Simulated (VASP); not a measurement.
# LiSi16 (a cell with a defect) in VASP: notebook

The runs below take LiSi16 (a cell with a defect) through single point, with PBE.

Everything below comes from runs of VASP 6.6.1. Logs are shortened: lines on timing, memory, paths and dates and some standing lists are left out, and cuts for length are marked.

**1. The cell of the first run**

The cell holds a defect, 17 atoms: a = 7.679 Å, b = 7.679 Å, c = 7.679 Å, α = 60.00°, β = 60.00°, γ = 60.00°.

**2. Single point, PBE**

The input, INCAR:

```
PREC = Accurate
ENCUT = 520
EDIFF = 1E-7
ISMEAR = 0
SIGMA = 0.02
LREAL = Auto
LASPH = True
NELM = 100
ALGO = Normal
ISIF = 2
LWAVE = False
LCHARG = False
GGA = PE
NBANDS = 48
NELECT = 66.0
```

The input, KPOINTS:

```
Automatic mesh
0
Gamma
  2 2 2
```

The input, POSCAR:

```
LiSi16
1.0
    0.0000000000      5.4300000000      5.4300000000
    5.4300000000      0.0000000000      5.4300000000
    5.4300000000      5.4300000000      0.0000000000
Si Li
16 1
Direct
    0.0008109576     -0.0025260589      0.0007350829
    0.1229686004      0.1270531308      0.1228682320
   -0.0070003683      0.0023248619      0.5022694291
    0.1229677716      0.1269232044      0.6268694291
    0.0008721915      0.5009108656      0.0007974217
    0.1250108656      0.6249998158      0.1250311234
    0.0007574586      0.5007976059      0.4975154696
    0.1229737569      0.6230308471      0.6269420810
    0.5023904236      0.0024097606     -0.0072876611
    0.6269436464      0.1269615101      0.1228616943
    0.5020932781      0.0021157459      0.5020546041
    0.6248558932      0.1250059853      0.6245837017
    0.4974888582      0.5008321363      0.0007162983
    0.6270152855      0.6230257827      0.1228685083
    0.5022581031      0.4931581031      0.5022220074
    0.6268841621      0.6230261510      0.6268484346
    0.3746372928      0.8750518416      0.3738483425
```

Potentials or basis: VASP PAW PBE potentials, release 64 (Si, Li_sv).

On the command line:

```bash
> cat potpaw_PBE.64/Si/POTCAR potpaw_PBE.64/Li_sv/POTCAR > POTCAR
> mpirun -np 1 vasp_std > vasp.out
```

OUTCAR:

```text
PREC = Accurate
   ENCUT = 520
   EDIFF = 1E-7
   ISMEAR = 0
   LREAL = Auto
   LASPH = True
   NELM = 100
   ISIF = 2
   GGA = PE
   NELECT = 66.0

 ion  position               nearest neighbor table
   1  0.001  0.997  0.001-   6 2.34   4 2.34  10 2.34   2 2.34
   2  0.123  0.127  0.123-   5 2.34   1 2.34   3 2.38   9 2.38  17 2.73
   3  0.993  0.002  0.502-  12 2.31   4 2.38   8 2.38   2 2.38  17 2.39
   4  0.123  0.127  0.627-   1 2.34   7 2.34  11 2.38   3 2.38  17 2.74
   5  0.001  0.501  0.001-   6 2.34   8 2.34  14 2.34   2 2.34
   6  0.125  0.625  0.125-   5 2.34   1 2.34  13 2.34   7 2.34
   7  0.001  0.501  0.498-   6 2.34  16 2.34   4 2.34   8 2.34
   8  0.123  0.623  0.627-   5 2.34   7 2.34  15 2.38   3 2.38  17 2.74
   9  0.502  0.002  0.993-  12 2.31  10 2.38  14 2.38   2 2.38  17 2.39
  10  0.627  0.127  0.123-   1 2.34  13 2.34  11 2.38   9 2.38  17 2.74
  11  0.502  0.002  0.502-  12 2.31  16 2.38   4 2.38  10 2.38  17 2.40
  12  0.625  0.125  0.625-   9 2.31   3 2.31  15 2.31  11 2.31
  13  0.497  0.501  0.001-   6 2.34  16 2.34  10 2.34  14 2.34
  14  0.627  0.623  0.123-   5 2.34  13 2.34  15 2.38   9 2.38  17 2.73
  15  0.502  0.493  0.502-  12 2.31  16 2.38   8 2.38  14 2.38  17 2.39
  16  0.627  0.623  0.627-  13 2.34   7 2.34  11 2.38  15 2.38  17 2.74
  17  0.375  0.875  0.374-   9 2.39   3 2.39  15 2.39  11 2.40   2 2.73  14 2.73   8 2.74  10 2.74
                             4 2.74  16 2.74

  LATTYP: Found a face centered cubic cell.
 ALAT       =    10.8600000000

  Lattice vectors:

 A1 = (   0.0000000000,   5.4300000000,   5.4300000000)
 A2 = (   5.4300000000,   0.0000000000,   5.4300000000)
 A3 = (   5.4300000000,   5.4300000000,   0.0000000000)

Analysis of symmetry for initial positions (statically):
=====================================================================
 Subroutine PRICEL returns:
 Original cell was already a primitive cell.

 Routine SETGRP: Setting up the symmetry group for a
 face centered cubic supercell.

 Subroutine GETGRP returns: Found  1 space group operations
 (whereof  1 operations were pure point group operations)
 out of a pool of 48 trial point group operations.

The static configuration has the point symmetry C_1 .

Analysis of symmetry for dynamics (positions and initial velocities):
=====================================================================
 Subroutine PRICEL returns:
 Original cell was already a primitive cell.

 Routine SETGRP: Setting up the symmetry group for a
 face centered cubic supercell.

 Subroutine GETGRP returns: Found  1 space group operations
 (whereof  1 operations were pure point group operations)
 out of a pool of 48 trial point group operations.

The dynamic configuration has the point symmetry C_1 .

 Subroutine INISYM returns: Found  1 space group operations
 (whereof  1 operations are pure point group operations),
 and found     1 'primitive' translations

----------------------------------------------------------------------------------------

                                     Primitive cell

  volume of cell :     320.2060

  direct lattice vectors                    reciprocal lattice vectors
     0.000000000  5.430000000  5.430000000    -0.092081031  0.092081031  0.092081031
     5.430000000  0.000000000  5.430000000     0.092081031 -0.092081031  0.092081031
     5.430000000  5.430000000  0.000000000     0.092081031  0.092081031 -0.092081031

  length of vectors
     7.679179644  7.679179644  7.679179644     0.159489025  0.159489025  0.159489025

  position of ions in fractional coordinates (direct lattice)
     0.000810958  0.997473941  0.000735083
     0.122968600  0.127053131  0.122868232
     0.992999632  0.002324862  0.502269429
     0.122967772  0.126923204  0.626869429
     0.000872192  0.500910866  0.000797422
     0.125010866  0.624999816  0.125031123
[... 9 lines left out ...]
     0.626884162  0.623026151  0.626848435
     0.374637293  0.875051842  0.373848342

  ion indices of the primitive-cell ions
   primitive index   ion index
                 1           1
                 2           2
                 3           3
                 4           4
                 5           5
                 6           6
[... 9 lines left out ...]
                16          16
                17          17

----------------------------------------------------------------------------------------

 KPOINTS: Automatic mesh

Automatic generation of k-mesh.
 Grid dimensions read from file:
 generate k-points for:    2    2    2

 Generating k-lattice:

  Cartesian coordinates                     Fractional coordinates (reciprocal lattice)
    -0.046040516  0.046040516  0.046040516     0.500000000  0.000000000  0.000000000
     0.046040516 -0.046040516  0.046040516     0.000000000  0.500000000  0.000000000
     0.046040516  0.046040516 -0.046040516     0.000000000  0.000000000  0.500000000

  Length of vectors
     0.079744512  0.079744512  0.079744512

  Shift w.r.t. Gamma in fractional coordinates (k-lattice)
     0.000000000  0.000000000  0.000000000

 Subroutine IBZKPT returns following result:
 ===========================================

 Found      8 irreducible k-points:

 Following reciprocal coordinates:
            Coordinates               Weight
  0.000000  0.000000  0.000000      1.000000
  0.500000  0.000000  0.000000      1.000000
  0.000000  0.500000  0.000000      1.000000
  0.000000  0.000000  0.500000      1.000000
  0.500000  0.500000  0.500000      1.000000
  0.500000  0.500000  0.000000      1.000000
  0.000000  0.500000  0.500000      1.000000
  0.500000  0.000000  0.500000      1.000000
   k-points           NKPTS =      8   k-points in BZ     NKDIM =      8   number of bands    NBANDS=     48
   number of dos      NEDOS =    301   number of ions     NIONS =     17
   total plane-waves  NPLWV = 216000
   dimension x,y,z NGX =    60 NGY =   60 NGZ =   60
   dimension x,y,z NGXF=   120 NGYF=  120 NGZF=  120
   ions per type =              16   1
   NGX,Y,Z   is equivalent  to a cutoff of  12.99, 12.99, 12.99 a.u.
   NGXF,Y,Z  is equivalent  to a cutoff of  25.98, 25.98, 25.98 a.u.
 SYSTEM =  unknown system
   PREC   = accura    normal or accurate (medium, high low for compatibility)
   ISTART =      0    job   : 0-new  1-cont  2-samecut
   ICHARG =      2    charge: 1-file 2-atom 10-const
   ISPIN  =      1    spin polarized calculation?
   LNONCOLLINEAR =      F non collinear calculations
   LSORBIT =      F    spin-orbit coupling
   LASPH  =      T    aspherical Exc in radial PAW
   ENCUT  =  520.0 eV  38.22 Ry    6.18 a.u.  14.28 14.28 14.28*2*pi/ulx,y,z
   NELM   =    100;   NELMIN=  2; NELMDL= -5     # of ELM steps
   EDIFF  = 0.1E-06   stopping-criterion for ELM
   LREAL  =      T    real-space projection
   EDIFFG = 0.1E-05   stopping-criterion for IOM
   NSW    =      0    number of steps for IOM
   IBRION =     -1    ionic relax: 0-MD 1-quasi-New 2-CG
   NFREE  =      0    steps in history (QN), initial steepest desc. (CG)
   ISIF   =      2    stress and relaxation
   ISYM   =      2    0-nonsym 1-usesym 2-fastsym
   POTIM  = 0.5000    time-step for ionic-motion
   TEBEG  =    0.0;   TEEND  =   0.0 temperature during run
   PSTRESS=    0.0 pullay stress
   NELECT =      66.0000    total number of electrons
   NUPDOWN=      -1.0000    fix difference up-down
   EMIN   =  10.00;   EMAX   =-10.00  energy-range for DOS
   EFERMI =   0.00;   METHOD = LEGACY
   ISMEAR =     0;   SIGMA  =   0.02  broadening in eV -4-tet -1-fermi 0-gaus
   EFERMI_NEDOS =   21; number of points for ismear=-14 and -15
   IALGO  =     38    algorithm
   IMIX   =      4    mixing-type and parameters
     AMIX     =   0.40;   BMIX     =  1.00
     AMIX_MAG =   1.60;   BMIX_MAG =  1.00
  volume/ion in A,a.u.               =      18.84       127.11
  Fermi-wavevector in a.u.,A,eV,Ry     =   0.967044  1.827449 12.723821  0.935174
  Thomas-Fermi vector in A             =   2.096897
   LORBIT       =      0    0 simple, 1 ext, 2 COOP (PROOUT), +10 PAW based schemes
   GGA     = PE    functional components
   LHFCALC =     F    Hartree Fock is set to
   AEXX    =    0.0000 exact exchange contribution
   IVDW    =     0    specifies the selected vdW correction
   LEPSILON=     F    determine dielectric tensor
   LRPA    =     F    only Hartree local field effects (RPA)
 non-spin polarized calculation
 Gauss-broadening in eV      SIGMA  =   0.02
  energy-cutoff  :      520.00
  volume of cell :      320.21
 maximum number of plane-waves:      8646
 NGX is ok and might be reduce to    60
   NGX = 29   NGY = 29   NGZ = 29

 number of electron      65.9999998 magnetization

 Free energy of the ion-electron system (eV)
  ---------------------------------------------------
  ext. energy  EPLUGINS =         0.00000000
  ---------------------------------------------------
  free energy    TOTEN  =       -93.51389851 eV

  energy without entropy =      -93.51389851  energy(sigma->0) =      -93.51389851

 E-fermi :   6.2321     XC(G=0):  -9.4409

 val. band max:        6.0418607153   @ k =   0.0000   0.0000   0.0000
 cond. band min:       6.6834486646   @ k =   0.0000   0.0000   0.0000
 fundamental gap:      0.6415879492
 Fermi energy:         6.2320806116

 k-point     1 :       0.0000    0.0000    0.0000
  band No.  band energies     occupation
      1     -40.3794      2.00000
      2      -5.9234      2.00000
      3      -3.6729      2.00000
      4      -3.6113      2.00000
      5      -3.6112      2.00000
      6      -3.6112      2.00000
[... 37 lines left out ...]
     44       8.3476      0.00000
     45       8.3499      0.00000

 k-point     2 :       0.5000    0.0000    0.0000
  band No.  band energies     occupation
      1     -40.3794      2.00000
      2      -5.1965      2.00000
      3      -5.0688      2.00000
      4      -3.3541      2.00000
      5      -3.3126      2.00000
      6      -3.3121      2.00000
[... 280 lines left out ...]
 k-point     8 :       0.5000    0.0000    0.5000
  band No.  band energies     occupation
      1     -40.3794      2.00000
      2      -4.9065      2.00000
      3      -4.8154      2.00000
      4      -3.9278      2.00000
      5      -3.8952      2.00000
      6      -3.8952      2.00000
[... 37 lines left out ...]
     44      10.3331      0.00000
     45      10.4013      0.00000
 [bands above 45 left out]

------------------------ aborting loop because EDIFF is reached ----------------------------------------

  FORCE on cell =-STRESS in cart. coord.  units (eV):
  Direction    XX          YY          ZZ          XY          YZ          ZX
  --------------------------------------------------------------------------------------
  -------------------------------------------------------------------------------------
  Total       -1.1458166     -1.1457983     -1.1466442     -0.0019791     -0.0112387     -0.0164534
  in kB       -5.7331885     -5.7330970     -5.7373293     -0.0099026     -0.0562338     -0.0823261
  external PRESSURE =      -5.7345383 kB  Pullay stress =       0.0000000 kB

 VOLUME and BASIS-vectors are now :
 -----------------------------------------------------------------------------
  energy-cutoff  :      520.00
  volume of cell :      320.21
      direct lattice vectors                 reciprocal lattice vectors
     0.000000000  5.430000000  5.430000000    -0.092081031  0.092081031  0.092081031
     5.430000000  0.000000000  5.430000000     0.092081031 -0.092081031  0.092081031
     5.430000000  5.430000000  0.000000000     0.092081031  0.092081031 -0.092081031

 POSITION                                       TOTAL-FORCE (eV/Angst)
 -----------------------------------------------------------------------------------
      5.42028      0.00839      5.42069         0.006211     -0.003769      0.005446
      1.35707      1.33489      1.35762        -0.000844      0.001148      0.000743
      2.73995      8.11931      5.40461        -0.002449     -0.008781     -0.003624
      4.09309      4.07162      1.35691         0.001754     -0.001979     -0.002189
      2.72428      0.00907      2.72468        -0.006205     -0.005699     -0.007350
      4.07267      1.35773      4.07256        -0.000491     -0.000711     -0.000167
[... 9 lines left out ...]
      6.78682      6.80777      6.78701        -0.001569      0.002590     -0.001597
      6.78153      4.06428      6.78581         0.014320      0.020595      0.003611
 -----------------------------------------------------------------------------------
    total drift:                                0.000961      0.002196      0.001288

  FREE ENERGIE OF THE ION-ELECTRON SYSTEM (eV)
  ---------------------------------------------------
  free  energy   TOTEN  =       -93.5138985107 eV

  energy  without entropy=      -93.5138985107  energy(sigma->0) =      -93.51389851
```

It took 5.9 min on 1 thread of Intel Xeon 6975P-C (Granite Rapids), shared host; peak memory 0.47 GiB.

What came out:

* Free energy: -93.5139 eV
* Largest force: 0.025 eV/Å

Forces in eV/Å, atoms in the order of the input:
```
Si   0.006 -0.004  0.005
Si  -0.001  0.001  0.001
Si  -0.002 -0.009 -0.004
Si   0.002 -0.002 -0.002
Si  -0.006 -0.006 -0.007
Si   0.000 -0.001  0.000
Si   0.004  0.005 -0.003
Si   0.000 -0.001  0.000
Si  -0.006 -0.008  0.000
Si  -0.003 -0.003  0.001
Si   0.002  0.000  0.004
Si   0.002  0.003  0.001
Si  -0.004  0.006  0.005
Si   0.001 -0.002  0.002
Si  -0.007 -0.003 -0.004
Si  -0.002  0.003 -0.002
Li   0.014  0.021  0.004
```

Caveat: the k points lie up to 0.50 Å⁻¹ apart; the cell carries a net charge on a neutralising background, which shifts energy and pressure; the cell is charged against a uniform background, so pressure and absolute levels hang on convention; the cutoff is under 1.25 times the usual one of these potentials, so pressure, stress and relaxed cells hold a basis-set (Pulay) error.

[end of part 1 of 2]
